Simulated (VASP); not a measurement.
# Zn (P6_3/mmc) in VASP: further runs

Runs on Zn. Level: PBE. Tasks: single point.

Program: VASP 6.6.1. These are calculated values, not measurements. Logs are shortened: lines on timing, memory, paths and dates and some standing lists are left out, and cuts for length are marked.

## Step 1: The cell of the first run

The structure is hexagonal, space group P6_3/mmc (No. 194). The conventional cell has a = 2.625 Å, b = 2.625 Å, c = 4.872 Å, α = 90.00°, β = 90.00°, γ = 120.00°. Within 3.5 Å of Zn (site symmetry -6m2) lie 12 Zn at 2.62 to 2.87 Å.

## Step 2: Single point, PBE (strain -0.015 along x and y, -0.015 along z)

Input file INCAR:

```
SYSTEM = Zn
PREC = Accurate
ENCUT = 520
EDIFF = 1E-6
ISMEAR = 0
SIGMA = 0.15
LREAL = .False.
LASPH = .True.
NELM = 80
ALGO = Fast
ISIF = 2
LWAVE = .False.
LCHARG = .False.
GGA = PE
NBANDS = 19
```

Input file KPOINTS:

```
Automatic mesh
0
Gamma
  24 24 10
  0 0 0
```

Input file POSCAR:

```
Zn
1.0
    2.6248260824      0.0000000000      0.0000000000
   -1.3124130412      2.2731660679      0.0000000000
    0.0000000000      0.0000000000      4.8724995000
Zn
2
Direct
    0.3333333333      0.6666666667      0.2500000000
    0.6666666667      0.3333333333      0.7500000000
```

Potentials or basis: VASP PAW PBE potentials, release 64 (Zn).

Run with:

```sh
cat potpaw_PBE.64/Zn/POTCAR > POTCAR
mpirun -np 1 vasp_std > vasp.out
```

OUTCAR:

```text
SYSTEM = Zn
   PREC = Accurate
   ENCUT = 520
   EDIFF = 1E-6
   ISMEAR = 0
   LREAL = .False.
   LASPH = .True.
   NELM = 80
   ISIF = 2
   GGA = PE

 ion  position               nearest neighbor table
   1  0.333  0.667  0.250-   2 2.87   2 2.87   2 2.87   2 2.87   2 2.87   2 2.87
   2  0.667  0.333  0.750-   1 2.87   1 2.87   1 2.87   1 2.87   1 2.87   1 2.87

  LATTYP: Found a hexagonal cell.
 ALAT       =     2.6248260824
 C/A-ratio  =     1.8563132745

  Lattice vectors:

 A1 = (   2.6248260824,   0.0000000000,   0.0000000000)
 A2 = (  -1.3124130412,   2.2731660679,   0.0000000000)
 A3 = (   0.0000000000,   0.0000000000,   4.8724995000)

Analysis of symmetry for initial positions (statically):
=====================================================================
 Subroutine PRICEL returns:
 Original cell was already a primitive cell.

 Routine SETGRP: Setting up the symmetry group for a
 hexagonal supercell.

 Subroutine GETGRP returns: Found 24 space group operations
 (whereof 12 operations were pure point group operations)
 out of a pool of 24 trial point group operations.

The static configuration has the point symmetry D_3d.
 The point group associated with its full space group is D_6h.

Analysis of symmetry for dynamics (positions and initial velocities):
=====================================================================
 Subroutine PRICEL returns:
 Original cell was already a primitive cell.

 Routine SETGRP: Setting up the symmetry group for a
 hexagonal supercell.

 Subroutine GETGRP returns: Found 24 space group operations
 (whereof 12 operations were pure point group operations)
 out of a pool of 24 trial point group operations.

The dynamic configuration has the point symmetry D_3d.
 The point group associated with its full space group is D_6h.

 Subroutine INISYM returns: Found 24 space group operations
 (whereof 12 operations are pure point group operations),
 and found     1 'primitive' translations

----------------------------------------------------------------------------------------

                                     Primitive cell

  volume of cell :      29.0726

  direct lattice vectors                    reciprocal lattice vectors
     2.624826082  0.000000000  0.000000000     0.380977622  0.219957533  0.000000000
    -1.312413041  2.273166068  0.000000000     0.000000000  0.439915066  0.000000000
     0.000000000  0.000000000  4.872499500     0.000000000  0.000000000  0.205233474

  length of vectors
     2.624826082  2.624826082  4.872499500     0.439915066  0.439915066  0.205233474

  position of ions in fractional coordinates (direct lattice)
     0.333333333  0.666666667  0.250000000
     0.666666667  0.333333333  0.750000000

  ion indices of the primitive-cell ions
   primitive index   ion index
                 1           1
                 2           2

----------------------------------------------------------------------------------------

 KPOINTS: Automatic mesh

Automatic generation of k-mesh.
 Grid dimensions read from file:
 generate k-points for:   24   24   10

 Generating k-lattice:

  Cartesian coordinates                     Fractional coordinates (reciprocal lattice)
     0.015874068  0.009164897  0.000000000     0.041666667  0.000000000  0.000000000
     0.000000000  0.018329794  0.000000000     0.000000000  0.041666667  0.000000000
     0.000000000  0.000000000  0.020523347     0.000000000  0.000000000  0.100000000

  Length of vectors
     0.018329794  0.018329794  0.020523347

  Shift w.r.t. Gamma in fractional coordinates (k-lattice)
     0.000000000  0.000000000  0.000000000

 Subroutine IBZKPT returns following result:
 ===========================================

 Found    366 irreducible k-points:

 Following reciprocal coordinates:
            Coordinates               Weight
  0.000000  0.000000  0.000000      1.000000
  0.041667  0.000000  0.000000      6.000000
  0.083333 -0.000000  0.000000      6.000000
  0.125000  0.000000  0.000000      6.000000
  0.166667 -0.000000  0.000000      6.000000
  0.208333  0.000000  0.000000      6.000000
[... 16 lines left out ...]
  0.416667  0.041667  0.000000     12.000000
  0.458333  0.041667  0.000000     12.000000
 [... further k-points ...]
   k-points           NKPTS =    366   k-points in BZ     NKDIM =    366   number of bands    NBANDS=     19
   number of dos      NEDOS =    301   number of ions     NIONS =      2
   total plane-waves  NPLWV =  14400
   dimension x,y,z NGX =    20 NGY =   20 NGZ =   36
   dimension x,y,z NGXF=    40 NGYF=   40 NGZF=   72
   ions per type =               2
   NGX,Y,Z   is equivalent  to a cutoff of  12.67, 12.67, 12.28 a.u.
   NGXF,Y,Z  is equivalent  to a cutoff of  25.33, 25.33, 24.57 a.u.
 SYSTEM =  Zn
   PREC   = accura    normal or accurate (medium, high low for compatibility)
   ISTART =      0    job   : 0-new  1-cont  2-samecut
   ICHARG =      2    charge: 1-file 2-atom 10-const
   ISPIN  =      1    spin polarized calculation?
   LNONCOLLINEAR =      F non collinear calculations
   LSORBIT =      F    spin-orbit coupling
   LASPH  =      T    aspherical Exc in radial PAW
   ENCUT  =  520.0 eV  38.22 Ry    6.18 a.u.   4.88  4.88  9.06*2*pi/ulx,y,z
   NELM   =     80;   NELMIN=  2; NELMDL= -5     # of ELM steps
   EDIFF  = 0.1E-05   stopping-criterion for ELM
   LREAL  =      F    real-space projection
   EDIFFG = 0.1E-04   stopping-criterion for IOM
   NSW    =      0    number of steps for IOM
   IBRION =     -1    ionic relax: 0-MD 1-quasi-New 2-CG
   NFREE  =      0    steps in history (QN), initial steepest desc. (CG)
   ISIF   =      2    stress and relaxation
   ISYM   =      2    0-nonsym 1-usesym 2-fastsym
   POTIM  = 0.5000    time-step for ionic-motion
   TEBEG  =    0.0;   TEEND  =   0.0 temperature during run
   PSTRESS=    0.0 pullay stress
   NELECT =      24.0000    total number of electrons
   NUPDOWN=      -1.0000    fix difference up-down
   EMIN   =  10.00;   EMAX   =-10.00  energy-range for DOS
   EFERMI =   0.00;   METHOD = LEGACY
   ISMEAR =     0;   SIGMA  =   0.15  broadening in eV -4-tet -1-fermi 0-gaus
   EFERMI_NEDOS =   21; number of points for ismear=-14 and -15
   IALGO  =     68    algorithm
   IMIX   =      4    mixing-type and parameters
     AMIX     =   0.40;   BMIX     =  1.00
     AMIX_MAG =   1.60;   BMIX_MAG =  1.00
  volume/ion in A,a.u.               =      14.54        98.10
  Fermi-wavevector in a.u.,A,eV,Ry     =   1.535739  2.902126 32.089262  2.358494
  Thomas-Fermi vector in A             =   2.642485
   LORBIT       =      0    0 simple, 1 ext, 2 COOP (PROOUT), +10 PAW based schemes
   GGA     = PE    functional components
   LHFCALC =     F    Hartree Fock is set to
   AEXX    =    0.0000 exact exchange contribution
   IVDW    =     0    specifies the selected vdW correction
   LEPSILON=     F    determine dielectric tensor
   LRPA    =     F    only Hartree local field effects (RPA)
 non-spin polarized calculation
 RMM-DIIS sequential band-by-band and
 Gauss-broadening in eV      SIGMA  =   0.15
  energy-cutoff  :      520.00
  volume of cell :       29.07
 maximum number of plane-waves:       804
 NGX is ok and might be reduce to    20
   NGX =  9   NGY =  9   NGZ = 19

 number of electron      24.0000035 magnetization

 Free energy of the ion-electron system (eV)
  ---------------------------------------------------
  ext. energy  EPLUGINS =         0.00000000
  ---------------------------------------------------
  free energy    TOTEN  =        -2.20188034 eV

  energy without entropy =       -2.19834224  energy(sigma->0) =       -2.20011129

 E-fermi :   3.4562     XC(G=0): -11.7903

 val. band max:        3.4313475169   @ k =   0.2083   0.0833   0.1000
 cond. band min:       3.4620885651   @ k =   0.3750   0.0833   0.0000
 fundamental gap:      0.0307410483
 Fermi energy:         3.4562460809

 k-point     1 :       0.0000    0.0000    0.0000
  band No.  band energies     occupation
      1      -7.3257      2.00000
      2      -5.3802      2.00000
      3      -4.6148      2.00000
      4      -4.3641      2.00000
      5      -4.3641      2.00000
      6      -4.3094      2.00000
[... 11 lines left out ...]
     18      23.0626      0.00000
     19      23.1222      0.00000

 k-point     2 :       0.0417    0.0000    0.0000
  band No.  band energies     occupation
      1      -7.2725      2.00000
      2      -5.3558      2.00000
      3      -4.6088      2.00000
      4      -4.3700      2.00000
      5      -4.3510      2.00000
      6      -4.3157      2.00000
[... 11 lines left out ...]
     18      22.3059      0.00000
     19      23.7555      0.00000

 k-point     3 :       0.0833   -0.0000    0.0000
  band No.  band energies     occupation
      1      -7.1137      2.00000
      2      -5.2859      2.00000
      3      -4.5932      2.00000
      4      -4.3850      2.00000
      5      -4.3322      2.00000
      6      -4.3123      2.00000
[... 11 lines left out ...]
     18      21.8147      0.00000
     19      24.1221      0.00000

 k-point     4 :       0.1250    0.0000    0.0000
  band No.  band energies     occupation
      1      -6.8531      2.00000
      2      -5.1818      2.00000
      3      -4.5754      2.00000
      4      -4.4040      2.00000
      5      -4.3455      2.00000
      6      -4.2500      2.00000
[... 407 lines left out ...]
     18      19.0683      0.00000
     19      19.3196      0.00000

 k-point    23 :       0.4167    0.0417    0.0000
  band No.  band energies     occupation
      1      -5.1352      2.00000
      2      -5.0475      2.00000
      3      -4.8795      2.00000
      4      -4.3639      2.00000
      5      -4.2254      2.00000
      6      -4.2054      2.00000
[... 11 lines left out ...]
     18      18.9293      0.00000
     19      19.0575      0.00000

 k-point    24 :       0.4583    0.0417    0.0000
  band No.  band energies     occupation
      1      -5.1499      2.00000
      2      -5.0577      2.00000
      3      -4.9010      2.00000
      4      -4.3782      2.00000
      5      -4.2142      2.00000
      6      -4.2043      2.00000
[... 11 lines left out ...]
     18      18.8612      0.00000
     19      18.9235      0.00000

 [... further k-points ...]

------------------------ aborting loop because EDIFF is reached ----------------------------------------

  FORCE on cell =-STRESS in cart. coord.  units (eV):
  Direction    XX          YY          ZZ          XY          YZ          ZX
  --------------------------------------------------------------------------------------
  -------------------------------------------------------------------------------------
  Total        0.6885203      0.6885203      0.8000128      0.0000000     -0.0000000      0.0000000
  in kB       37.9440602     37.9440602     44.0883695      0.0000000     -0.0000000      0.0000000
  external PRESSURE =      39.9921633 kB  Pullay stress =       0.0000000 kB

 VOLUME and BASIS-vectors are now :
 -----------------------------------------------------------------------------
  energy-cutoff  :      520.00
  volume of cell :       29.07
      direct lattice vectors                 reciprocal lattice vectors
     2.624826082  0.000000000  0.000000000     0.380977622  0.219957533  0.000000000
    -1.312413041  2.273166068  0.000000000     0.000000000  0.439915066  0.000000000
     0.000000000  0.000000000  4.872499500     0.000000000  0.000000000  0.205233474

 POSITION                                       TOTAL-FORCE (eV/Angst)
 -----------------------------------------------------------------------------------
     -0.00000      1.51544      1.21812        -0.000000     -0.000000      0.000000
      1.31241      0.75772      3.65437         0.000000      0.000000      0.000000
 -----------------------------------------------------------------------------------
    total drift:                               -0.000000      0.000000      0.000000

  FREE ENERGIE OF THE ION-ELECTRON SYSTEM (eV)
  ---------------------------------------------------
  free  energy   TOTEN  =        -2.2018803420 eV

  energy  without entropy=       -2.1983422365  energy(sigma->0) =       -2.20011129
```

Wall time 3 min (1 thread of Intel Xeon Platinum 8375C at 2.90GHz (Ice Lake), shared host); peak memory 0.27 GiB.

Results:

| Property | Result |
| --- | --- |
| Free energy | -2.2019 eV |
| Pressure | 4.0 GPa |
| Band gap on the k mesh | zero (bands 12 and 13 overlap by 4.46 eV) |

Caveat: the cell differs from its parent crystal (strain -0.015 along x and y, -0.015 along z); the cell stands under pressure.

## Step 3: Single point, PBE (strain -0.030 along x and y, +0.030 along z)

Input file INCAR:

```
SYSTEM = Zn
  ALGO = Fast
  EDIFF = 1E-6
  ENCUT = 520
  GGA = PE
  ISIF = 2
  ISMEAR = 0
  LASPH = .TRUE.
  LCHARG = .TRUE.
  LELF = .TRUE.
  LREAL = .FALSE.
  LVHAR = .TRUE.
  LWAVE = .FALSE.
  NBANDS = 19
  NELM = 60
  PREC = Accurate
  SIGMA = 0.15
```

Input file KPOINTS:

```
k-points
0
G
  24 24 10
  0 0 0
```

Input file POSCAR:

```
Zn
1.0
    2.5848541116      0.0000000000      0.0000000000
   -1.2924270558      2.2385493257      0.0000000000
    0.0000000000      0.0000000000      5.0951010000
Zn
2
Direct
    0.3333333333      0.6666666667      0.2500000000
    0.6666666667      0.3333333333      0.7500000000
```

Potentials or basis: VASP PAW PBE potentials, release 64 (Zn).

Run with:

```sh
cat potpaw_PBE.64/Zn/POTCAR > POTCAR
mpirun -np 1 vasp_std > vasp.out
```

Run time: 2.9 min. Hardware: 1 thread of Intel Xeon Platinum 8375C at 2.90GHz (Ice Lake), shared host; peak memory 0.27 GiB.

Results (log left out):

| Item | Value |
| --- | --- |
| Free energy | -2.1978 eV |
| Pressure | 4.9 GPa |
| Band gap on the k mesh | zero (bands 12 and 13 overlap by 5.35 eV) |

Stress tensor (GPa, compression positive):
```
6.37 0.00 0.00
0.00 6.37 0.00
0.00 0.00 1.83
```

Levels at points of the mesh, in eV from the Fermi level:
```
           k point  band 10  band 11  band 12  band 13  band 14  band 15
(0.00, 0.00, 0.00)    -7.04    -7.04    -3.92    -3.56    12.05    16.03
(0.50, 0.00, 0.00)    -6.78    -2.61    -1.77     2.49     3.75     4.13
(0.00, 0.00, 0.50)    -7.11    -7.11    -7.11     3.70     3.70    20.47
(0.50, 0.00, 0.50)    -6.79    -1.74    -1.74     0.56     0.56     9.73
```

Caveat: the cell differs from its parent crystal (strain -0.030 along x and y, +0.030 along z); the cell stands under pressure.

The gap in the log of VASP goes by the Fermi energy; the results here count the filled bands.